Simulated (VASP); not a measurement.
# MgS (F-43m) in VASP: a series of runs

Runs on MgS. Level: r2SCAN. Tasks: single point.

Everything below comes from runs of VASP 6.6.1. Logs are shortened: lines on timing, memory, paths and dates and some standing lists are left out, and cuts for length are marked.

## Step 1: The cell of the first run

The structure is cubic, space group F-43m (No. 216). Conventional cell: a = 5.666 Å, b = 5.666 Å, c = 5.666 Å, α = 90.00°, β = 90.00°, γ = 90.00°. Within 3.2 Å of Mg (site symmetry -43m) lie 4 S at 2.45 Å. S (site symmetry -43m) has 4 Mg at 2.45 Å within 3.2 Å.

## Step 2: Single point, r2SCAN

Contents of POSCAR:

```
MgS
1.0
    0.0000000000      2.8331200500      2.8331200500
    2.8331200500      0.0000000000      2.8331200500
    2.8331200500      2.8331200500      0.0000000000
Mg S
1 1
Direct
    0.0000000000      0.0000000000      0.0000000000
    0.7500000000      0.7500000000      0.7500000000
```

Contents of INCAR.step1:

```
PREC = Accurate
ENCUT = 660
ISMEAR = 0
SIGMA = 0.01
LREAL = F
LASPH = T
NELM = 120
NBANDS = 11
GGA = PE
ALGO = Normal
EDIFF = 1E-5
LWAVE = T
LCHARG = F
GGA_COMPAT = F
```

Contents of INCAR.step2:

```
PREC = Accurate
ENCUT = 660
EDIFF = 1E-6
ISMEAR = 0
SIGMA = 0.01
LREAL = F
LASPH = T
NELM = 120
ALGO = Normal
ISIF = 2
LWAVE = F
LCHARG = T
METAGGA = R2SCAN
LMIXTAU = T
LELF = T
LVHAR = T
NBANDS = 11
ISTART = 1
GGA_COMPAT = F
```

Contents of KPOINTS:

```
regular mesh
0
Gamma
  5 5 5
```

Potentials or basis: VASP PAW PBE potentials, release 64 (Mg, S).

Run with:

```
> cat potpaw_PBE.64/Mg/POTCAR potpaw_PBE.64/S/POTCAR > POTCAR
> cp INCAR.step1 INCAR
> mpirun -np 1 vasp_std > vasp.out
> cp INCAR.step2 INCAR
> mpirun -np 1 vasp_std > vasp.out
```

OUTCAR:

```text
PREC = Accurate
   ENCUT = 660
   EDIFF = 1E-6
   ISMEAR = 0
   LREAL = F
   LASPH = T
   NELM = 120
   ISIF = 2
   METAGGA = R2SCAN
   ISTART = 1

 ion  position               nearest neighbor table
   1  0.000  0.000  0.000-   2 2.45   2 2.45   2 2.45   2 2.45
   2  0.750  0.750  0.750-   1 2.45   1 2.45   1 2.45   1 2.45

  LATTYP: Found a face centered cubic cell.
 ALAT       =     5.6662401000

  Lattice vectors:

 A1 = (   0.0000000000,   2.8331200500,   2.8331200500)
 A2 = (   2.8331200500,   0.0000000000,   2.8331200500)
 A3 = (   2.8331200500,   2.8331200500,   0.0000000000)

Analysis of symmetry for initial positions (statically):
=====================================================================
 Subroutine PRICEL returns:
 Original cell was already a primitive cell.

 Routine SETGRP: Setting up the symmetry group for a
 face centered cubic supercell.

 Subroutine GETGRP returns: Found 24 space group operations
 (whereof 24 operations were pure point group operations)
 out of a pool of 48 trial point group operations.

The static configuration has the point symmetry T_d .

Analysis of symmetry for dynamics (positions and initial velocities):
=====================================================================
 Subroutine PRICEL returns:
 Original cell was already a primitive cell.

 Routine SETGRP: Setting up the symmetry group for a
 face centered cubic supercell.

 Subroutine GETGRP returns: Found 24 space group operations
 (whereof 24 operations were pure point group operations)
 out of a pool of 48 trial point group operations.

The dynamic configuration has the point symmetry T_d .

 Subroutine INISYM returns: Found 24 space group operations
 (whereof 24 operations are pure point group operations),
 and found     1 'primitive' translations

----------------------------------------------------------------------------------------

                                     Primitive cell

  volume of cell :      45.4805

  direct lattice vectors                    reciprocal lattice vectors
     0.000000000  2.833120050  2.833120050    -0.176483873  0.176483873  0.176483873
     2.833120050  0.000000000  2.833120050     0.176483873 -0.176483873  0.176483873
     2.833120050  2.833120050  0.000000000     0.176483873  0.176483873 -0.176483873

  length of vectors
     4.006636799  4.006636799  4.006636799     0.305679035  0.305679035  0.305679035

  position of ions in fractional coordinates (direct lattice)
     0.000000000  0.000000000  0.000000000
     0.750000000  0.750000000  0.750000000

  ion indices of the primitive-cell ions
   primitive index   ion index
                 1           1
                 2           2

----------------------------------------------------------------------------------------

 KPOINTS: regular mesh

Automatic generation of k-mesh.
 Grid dimensions read from file:
 generate k-points for:    5    5    5

 Generating k-lattice:

  Cartesian coordinates                     Fractional coordinates (reciprocal lattice)
    -0.035296775  0.035296775  0.035296775     0.200000000  0.000000000  0.000000000
     0.035296775 -0.035296775  0.035296775     0.000000000  0.200000000  0.000000000
     0.035296775  0.035296775 -0.035296775     0.000000000  0.000000000  0.200000000

  Length of vectors
     0.061135807  0.061135807  0.061135807

  Shift w.r.t. Gamma in fractional coordinates (k-lattice)
     0.000000000  0.000000000  0.000000000

 Subroutine IBZKPT returns following result:
 ===========================================

 Found     10 irreducible k-points:

 Following reciprocal coordinates:
            Coordinates               Weight
  0.000000  0.000000  0.000000      1.000000
  0.200000  0.000000  0.000000      8.000000
  0.400000  0.000000  0.000000      8.000000
  0.200000  0.200000  0.000000      6.000000
  0.400000  0.200000  0.000000     24.000000
 -0.400000  0.200000  0.000000     24.000000
 -0.200000  0.200000  0.000000     12.000000
  0.400000  0.400000  0.000000      6.000000
 -0.400000  0.400000  0.000000     12.000000
 -0.400000  0.400000  0.200000     24.000000
   k-points           NKPTS =     10   k-points in BZ     NKDIM =     10   number of bands    NBANDS=     11
   number of dos      NEDOS =    301   number of ions     NIONS =      2
   total plane-waves  NPLWV =  46656
   dimension x,y,z NGX =    36 NGY =   36 NGZ =   36
   dimension x,y,z NGXF=    72 NGYF=   72 NGZF=   72
   ions per type =               1   1
   NGX,Y,Z   is equivalent  to a cutoff of  14.94, 14.94, 14.94 a.u.
   NGXF,Y,Z  is equivalent  to a cutoff of  29.87, 29.87, 29.87 a.u.
 SYSTEM =  unknown system
   PREC   = accura    normal or accurate (medium, high low for compatibility)
   ISTART =      1    job   : 0-new  1-cont  2-samecut
   ICHARG =      0    charge: 1-file 2-atom 10-const
   ISPIN  =      1    spin polarized calculation?
   LNONCOLLINEAR =      F non collinear calculations
   LSORBIT =      F    spin-orbit coupling
   LASPH  =      T    aspherical Exc in radial PAW
   ENCUT  =  660.0 eV  48.51 Ry    6.96 a.u.   8.39  8.39  8.39*2*pi/ulx,y,z
   NELM   =    120;   NELMIN=  2; NELMDL=  0     # of ELM steps
   EDIFF  = 0.1E-05   stopping-criterion for ELM
   LREAL  =      F    real-space projection
   EDIFFG = 0.1E-04   stopping-criterion for IOM
   NSW    =      0    number of steps for IOM
   IBRION =     -1    ionic relax: 0-MD 1-quasi-New 2-CG
   NFREE  =      0    steps in history (QN), initial steepest desc. (CG)
   ISIF   =      2    stress and relaxation
   ISYM   =      2    0-nonsym 1-usesym 2-fastsym
   POTIM  = 0.5000    time-step for ionic-motion
   TEBEG  =    0.0;   TEEND  =   0.0 temperature during run
   PSTRESS=    0.0 pullay stress
   NELECT =       8.0000    total number of electrons
   NUPDOWN=      -1.0000    fix difference up-down
   EMIN   =  10.00;   EMAX   =-10.00  energy-range for DOS
   EFERMI =   0.00;   METHOD = LEGACY
   ISMEAR =     0;   SIGMA  =   0.01  broadening in eV -4-tet -1-fermi 0-gaus
   EFERMI_NEDOS =   21; number of points for ismear=-14 and -15
   IALGO  =     38    algorithm
   IMIX   =      4    mixing-type and parameters
     AMIX     =   0.40;   BMIX     =  1.00
     AMIX_MAG =   1.60;   BMIX_MAG =  1.00
  volume/ion in A,a.u.               =      22.74       153.46
  Fermi-wavevector in a.u.,A,eV,Ry     =   0.917269  1.733386 11.447692  0.841382
  Thomas-Fermi vector in A             =   2.042218
   LORBIT       =      0    0 simple, 1 ext, 2 COOP (PROOUT), +10 PAW based schemes
   METAGGA = R2SCAN    functional components
   LHFCALC =     F    Hartree Fock is set to
   AEXX    =    0.0000 exact exchange contribution
   IVDW    =     0    specifies the selected vdW correction
   LEPSILON=     F    determine dielectric tensor
   LRPA    =     F    only Hartree local field effects (RPA)
 non-spin polarized calculation
 Gauss-broadening in eV      SIGMA  =   0.01
  energy-cutoff  :      660.00
  volume of cell :       45.48
 maximum number of plane-waves:      1807
 NGX is ok and might be reduce to    36
   NGX = 17   NGY = 17   NGZ = 17

 number of electron       8.0000000 magnetization

 Free energy of the ion-electron system (eV)
  ---------------------------------------------------
  ext. energy  EPLUGINS =         0.00000000
  ---------------------------------------------------
  free energy    TOTEN  =       -15.44914118 eV

  energy without entropy =      -15.44914118  energy(sigma->0) =      -15.44914118

 E-fermi :   0.8216     XC(G=0):  -8.7658

 val. band max:        0.7559744320   @ k =   0.0000   0.0000   0.0000
 cond. band min:       4.8719134560   @ k =   0.0000   0.0000   0.0000
 fundamental gap:      4.1159390240
 Fermi energy:         0.8216466060

 k-point     1 :       0.0000    0.0000    0.0000
  band No.  band energies     occupation
      1     -10.9748      2.00000
      2       0.7560      2.00000
      3       0.7560      2.00000
      4       0.7560      2.00000
      5       4.8719      0.00000
      6       9.3425      0.00000
      7       9.3426      0.00000
      8       9.3426      0.00000
      9      12.2054      0.00000
     10      12.2054      0.00000
     11      15.4367      0.00000

 k-point     2 :       0.2000    0.0000    0.0000
  band No.  band energies     occupation
      1     -10.7587      2.00000
      2      -0.6066      2.00000
      3       0.6329      2.00000
      4       0.6329      2.00000
      5       6.1042      0.00000
      6       9.1043      0.00000
      7       9.6145      0.00000
      8       9.6145      0.00000
      9      11.6152      0.00000
     10      11.6152      0.00000
     11      14.0565      0.00000

 k-point     3 :       0.4000    0.0000    0.0000
  band No.  band energies     occupation
      1     -10.3585      2.00000
      2      -2.1513      2.00000
      3       0.4541      2.00000
      4       0.4541      2.00000
      5       6.5603      0.00000
      6       9.0817      0.00000
      7       9.0817      0.00000
      8       9.8645      0.00000
      9      13.5431      0.00000
     10      13.5431      0.00000
     11      13.9868      0.00000

 k-point     4 :       0.2000    0.2000    0.0000
  band No.  band energies     occupation
      1     -10.6872      2.00000
      2      -0.5419      2.00000
      3       0.3462      2.00000
      4       0.3462      2.00000
      5       6.4177      0.00000
      6       8.2432      0.00000
      7       9.8530      0.00000
      8      10.4156      0.00000
      9      10.4156      0.00000
     10      12.8985      0.00000
     11      16.6652      0.00000

 k-point     5 :       0.4000    0.2000    0.0000
  band No.  band energies     occupation
      1     -10.3422      2.00000
      2      -1.6667      2.00000
      3      -0.0797      2.00000
      4       0.1314      2.00000
      5       6.7294      0.00000
      6       8.3027      0.00000
      7       9.3587      0.00000
      8      10.4643      0.00000
      9      12.5483      0.00000
     10      14.3884      0.00000
     11      15.5765      0.00000

 k-point     6 :      -0.4000    0.2000    0.0000
  band No.  band energies     occupation
      1     -10.1921      2.00000
      2      -2.0461      2.00000
      3      -0.5167      2.00000
      4       0.2521      2.00000
      5       7.1800      0.00000
      6       8.1645      0.00000
      7       9.8964      0.00000
      8      10.3488      0.00000
      9      13.2145      0.00000
     10      13.6065      0.00000
     11      15.7161      0.00000

 k-point     7 :      -0.2000    0.2000    0.0000
  band No.  band energies     occupation
      1     -10.4748      2.00000
      2      -1.3603      2.00000
      3      -0.2038      2.00000
      4       0.5640      2.00000
      5       7.4453      0.00000
      6       8.5015      0.00000
      7       9.1205      0.00000
      8       9.9489      0.00000
      9      10.8394      0.00000
     10      14.1318      0.00000
     11      15.7768      0.00000

 k-point     8 :       0.4000    0.4000    0.0000
  band No.  band energies     occupation
      1     -10.1579      2.00000
      2      -1.8643      2.00000
      3      -0.2067      2.00000
      4      -0.2067      2.00000
      5       5.3854      0.00000
      6       7.1714      0.00000
      7      11.9264      0.00000
      8      12.9220      0.00000
      9      12.9220      0.00000
     10      14.7471      0.00000
     11      16.5395      0.00000

 k-point     9 :      -0.4000    0.4000    0.0000
  band No.  band energies     occupation
      1     -10.0608      2.00000
      2      -1.8248      2.00000
      3      -0.9263      2.00000
      4      -0.1435      2.00000
      5       5.7852      0.00000
      6       7.9501      0.00000
      7      11.5537      0.00000
      8      12.0954      0.00000
      9      12.8625      0.00000
     10      14.1243      0.00000
     11      16.7562      0.00000

 k-point    10 :      -0.4000    0.4000    0.2000
  band No.  band energies     occupation
      1     -10.1134      2.00000
      2      -1.6927      2.00000
      3      -0.8901      2.00000
      4      -0.2440      2.00000
      5       6.7736      0.00000
      6       8.7957      0.00000
      7       9.1643      0.00000
      8      11.2953      0.00000
      9      13.1499      0.00000
     10      14.3793      0.00000
     11      16.8524      0.00000

------------------------ aborting loop because EDIFF is reached ----------------------------------------

  FORCE on cell =-STRESS in cart. coord.  units (eV):
  Direction    XX          YY          ZZ          XY          YZ          ZX
  --------------------------------------------------------------------------------------
  -------------------------------------------------------------------------------------
  Total       -0.1071649     -0.1071649     -0.1071649     -0.0000000     -0.0000000      0.0000000
  in kB       -3.7751858     -3.7751858     -3.7751858     -0.0000000     -0.0000000      0.0000000
  external PRESSURE =      -3.7751858 kB  Pullay stress =       0.0000000 kB

 VOLUME and BASIS-vectors are now :
 -----------------------------------------------------------------------------
  energy-cutoff  :      660.00
  volume of cell :       45.48
      direct lattice vectors                 reciprocal lattice vectors
     0.000000000  2.833120050  2.833120050    -0.176483873  0.176483873  0.176483873
     2.833120050  0.000000000  2.833120050     0.176483873 -0.176483873  0.176483873
     2.833120050  2.833120050  0.000000000     0.176483873  0.176483873 -0.176483873

 POSITION                                       TOTAL-FORCE (eV/Angst)
 -----------------------------------------------------------------------------------
      0.00000      0.00000      0.00000         0.000000      0.000000      0.000000
      4.24968      4.24968      4.24968        -0.000000     -0.000000     -0.000000
 -----------------------------------------------------------------------------------
    total drift:                               -0.000000     -0.000000     -0.000000

  FREE ENERGIE OF THE ION-ELECTRON SYSTEM (eV)
  ---------------------------------------------------
  free  energy   TOTEN  =       -15.4491411843 eV

  energy  without entropy=      -15.4491411843  energy(sigma->0) =      -15.44914118
```

Wall time 36 s (1 thread of AMD EPYC 7R13 (Zen 3), shared host); peak memory 0.18 GiB.

Results:

* Free energy: -15.4491 eV
* Pressure: -0.4 GPa
* Band gap on the k mesh: 4.12 eV

Levels at points of the mesh, in eV from the valence-band top:
```
           k point  band 1  band 2  band 3  band 4  band 5  band 6  band 7  band 8
(0.00, 0.00, 0.00)  -11.73    0.00    0.00    0.00    4.12    8.59    8.59    8.59
```

Caveat: the PAW data sets were made with another functional, which shifts forces and pressure a little.

(Part 1 of 2 ends here.)
